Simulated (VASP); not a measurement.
Write the native input for VASP 6.6.1 that does the following.

```
Task                   : single point
Functional             : LDA
Potentials or basis    : VASP PAW LDA potentials, release 64 (Mo_sv)
Cutoff                 : 520 eV
k mesh                 : 20 × 20 × 20
Occupations            : gaussian, width 0.15 eV
Spin                   : no spin polarisation
Dipole correction      : no
Further INCAR settings : ALGO = Fast; EDIFF = 1e-06; NBANDS = 13
```

The structure of Mo lies in POSCAR:

```
Mo
1.0
    0.0000000000      1.9847750000      2.0150000000
    1.9847750000      0.0000000000      2.0150000000
    1.9847750000      1.9847750000      0.0000000000
Mo
1
Direct
    0.0000000000      0.0000000000      0.0000000000
```

This isn't the form of Mo at room conditions, which is bcc.

This cell differs from its parent crystal: strain -0.015 along x and y, +0.000 along z.

One way to write it, as run:

INCAR

```
SYSTEM = Mo
PREC = Accurate
ENCUT = 520
EDIFF = 1E-6
ISMEAR = 0
SIGMA = 0.15
LREAL = .False.
LASPH = .True.
NELM = 60
ALGO = Fast
ISIF = 2
LWAVE = .False.
LCHARG = .False.
NBANDS = 13
```

KPOINTS

```
Automatic mesh
0
Gamma
  20 20 20
  0 0 0
```

Potentials or basis: VASP PAW LDA potentials, release 64 (Mo_sv).

The run is started by

```console
$ cat potpaw_LDA.64/Mo_sv/POTCAR > POTCAR
$ mpirun -np 1 vasp_std > vasp.out
```

Results of the run:

- Pressure: -9.0 GPa
- Band gap on the k mesh: zero (bands 7 and 8 overlap by 4.68 eV)

Caveat: the cell differs from its parent crystal (strain -0.015 along x and y, +0.000 along z); the cell stands under tension.

Wall time 58 s on 1 thread of Intel(R) Xeon(R) Platinum 8375C CPU @ 2.90GHz (Ice Lake), with other jobs on the host, peak memory 0.23 GiB.
